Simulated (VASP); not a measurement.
Crystal: EuS.

```
CELL_PARAMETERS angstrom
0.00000 2.97850 2.97850
2.97850 0.00000 2.97850
2.97850 2.97850 0.00000
ATOMIC_POSITIONS crystal
Eu 0.00000 0.00000 0.00000
S 0.50000 0.50000 0.50000
```

Program: VASP 6.6.1. Alike in all runs: task single point; level PBE+U; potentials or basis VASP PAW PBE potentials, release 64 (Eu, S); spin collinear, ferromagnetic start; cell as given; k mesh 10 × 10 × 10; cutoff (eV) 600; smearing gaussian 0.1 eV.

Order these runs on this cell by their band gap on the k mesh, lowest first.
A. U Eu f U = 2.0 eV
B. U Eu f U = 6.0 eV
C. U Eu f U = 8.0 eV

A (metal), B (0.42 eV), C (0.93 eV).

Caveats: spin-orbit coupling is left out, which moves the levels of the heavy elements; a cell with one magnetic atom can't hold antiferromagnetic order, which such compounds often take.

A k mesh can miss the band edges.
